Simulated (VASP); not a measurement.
Set up this calculation in VASP 6.6.1, as the native input.

| Item | Value |
| --- | --- |
| Task | single point |
| Functional | r2SCAN |
| Potentials or basis | VASP PAW PBE potentials, release 64 (Cs_sv, Sn_d, I) |
| Cutoff | 520 eV |
| k mesh | 1 × 1 × 1, shifted |
| Occupations | fermi-dirac, width 0.05 eV |
| Spin | no spin polarisation |
| Dipole correction | no |
| Further INCAR settings | LREAL = Auto; ALGO = Normal; EDIFF = 1e-06; NBANDS = 193; ISYM = 0 |

The system is Cs7Sn8I23 (a cell with a defect).

```xyz
38
Lattice="12.3145 0.0000 0.0000 0.0000 12.3145 0.0000 0.0000 0.0000 12.3145" Properties=species:S:1:pos:R:3 pbc="T T T"
Cs   12.1098   12.1188   12.2685
Cs   12.1767   12.1940    6.1252
Cs   12.1921    6.3994   12.2927
Cs   12.0239    6.3592    6.1274
Cs    6.4032   12.1922    0.0025
Cs    6.3520   11.9926    6.1693
Cs    6.4060    6.4120    0.0395
Sn    3.1342    3.1405    3.2235
Sn    3.1068    3.1050    9.1398
Sn    3.0869    9.2856    3.0861
Sn    3.0703    9.2499    9.2502
Sn    9.2765    3.0908    3.0846
Sn    9.2505    3.0674    9.2491
Sn    9.2257    9.2279    3.0785
Sn    9.2062    9.2010    9.2113
I     2.9095    2.8983    6.1815
I     3.0058    9.2679    0.0118
I     2.9754    9.3881    6.1689
I     9.2798    2.9920    0.0115
I     9.3856    2.9844    6.1676
I     9.2639    9.2698   12.3061
I     9.2894    9.2798    6.1478
I     0.0472    3.0667    2.9530
I     0.0398    3.0500    9.4685
I    12.3087    9.2877    3.0628
I    12.2959    9.2464    9.2372
I     6.1510    3.0502    2.8509
I     6.1444    2.9915    9.4602
I     6.1613    9.3353    2.9756
I     6.1467    9.3285    9.3359
I     3.0761    0.0549    2.9377
I     3.0381    0.0337    9.4622
I     3.0165    6.1587    2.8782
I     3.0115    6.1388    9.4591
I     9.2671   12.3122    3.0710
I     9.2637   12.2937    9.2275
I     9.3448    6.1651    2.9624
I     9.3193    6.1439    9.3417
```

The input as run:

POSCAR

```
Cs7Sn8I23
1.0
   12.3144620000      0.0000000000      0.0000000000
    0.0000000000     12.3144620000      0.0000000000
    0.0000000000      0.0000000000     12.3144620000
Cs Sn I
7 8 23
Direct
    0.9833820000      0.9841080000      0.9962650000
    0.9888130000      0.9902190000      0.4974000000
    0.9900640000      0.5196630000      0.9982340000
    0.9764030000      0.5164030000      0.4975780000
    0.5199770000      0.9900730000      0.0002020000
    0.5158160000      0.9738660000      0.5009810000
    0.5202050000      0.5206870000      0.0032070000
    0.2545130000      0.2550290000      0.2617640000
    0.2522900000      0.2521460000      0.7422030000
    0.2506690000      0.7540370000      0.2506080000
    0.2493260000      0.7511440000      0.7511690000
    0.7533050000      0.2509890000      0.2504890000
    0.7511930000      0.2490860000      0.7510750000
    0.7491760000      0.7493520000      0.2499900000
    0.7475930000      0.7471690000      0.7480040000
    0.2362660000      0.2353540000      0.5019680000
    0.2440850000      0.7526050000      0.0009570000
    0.2416160000      0.7623630000      0.5009470000
    0.7535680000      0.2429650000      0.0009310000
    0.7621610000      0.2423490000      0.5008390000
    0.7522790000      0.7527540000      0.9993250000
    0.7543470000      0.7535710000      0.4992380000
    0.0038330000      0.2490320000      0.2398000000
    0.0032320000      0.2476760000      0.7688940000
    0.9995340000      0.7542140000      0.2487180000
    0.9984910000      0.7508540000      0.7501120000
    0.4994970000      0.2476950000      0.2315100000
    0.4989590000      0.2429260000      0.7682160000
    0.5003330000      0.7580780000      0.2416350000
    0.4991430000      0.7575210000      0.7581250000
    0.2497960000      0.0044570000      0.2385560000
    0.2467120000      0.0027350000      0.7683800000
    0.2449520000      0.5001210000      0.2337230000
    0.2445500000      0.4985010000      0.7681270000
    0.7525350000      0.9998200000      0.2493840000
    0.7522650000      0.9983140000      0.7493210000
    0.7588490000      0.5006380000      0.2405590000
    0.7567800000      0.4989180000      0.7585970000
```

INCAR.step1

```
SYSTEM = Cs7Sn8I23
PREC = Accurate
ENCUT = 520
ISMEAR = -1
SIGMA = 0.05
LREAL = Auto
LASPH = .TRUE.
NELM = 100
ISYM = 0
NBANDS = 193
GGA = PE
ALGO = Normal
EDIFF = 1E-4
LWAVE = .TRUE.
LCHARG = .FALSE.
NCORE = 4
```

INCAR.step2

```
SYSTEM = Cs7Sn8I23
PREC = Accurate
ENCUT = 520
EDIFF = 1E-6
ISMEAR = -1
SIGMA = 0.05
LREAL = Auto
LASPH = .TRUE.
NELM = 100
ALGO = Normal
ISIF = 2
LWAVE = .FALSE.
LCHARG = .FALSE.
METAGGA = R2SCAN
LMIXTAU = .TRUE.
ISYM = 0
NBANDS = 193
ISTART = 1
NCORE = 4
```

KPOINTS

```
Automatic mesh
0
Gamma
  1 1 1
  0.25 0.25 0.25
```

Potentials or basis: VASP PAW PBE potentials, release 64 (Cs_sv, Sn_d, I).

Run with:

```bash
$ cat potpaw_PBE.64/Cs_sv/POTCAR potpaw_PBE.64/Sn_d/POTCAR potpaw_PBE.64/I/POTCAR > POTCAR
$ cp INCAR.step1 INCAR
$ mpirun -np 4 vasp_std > vasp.out
$ cp INCAR.step2 INCAR
$ mpirun -np 4 vasp_std > vasp.out
```

Results of the run:

```json
{"Pressure": "0.4 GPa", "Largest force": "0.079 eV/Å", "Band gap on the k mesh": "1.65 eV"}
```

Caveat: the PAW data sets were made with another functional, which shifts forces and pressure a little; spin-orbit coupling is left out, which moves the levels of the heavy elements.

It took 28 min on 4 MPI ranks on AMD EPYC 7R13 Processor (Zen 3), on a shared host, peak memory 0.71 GiB a rank.
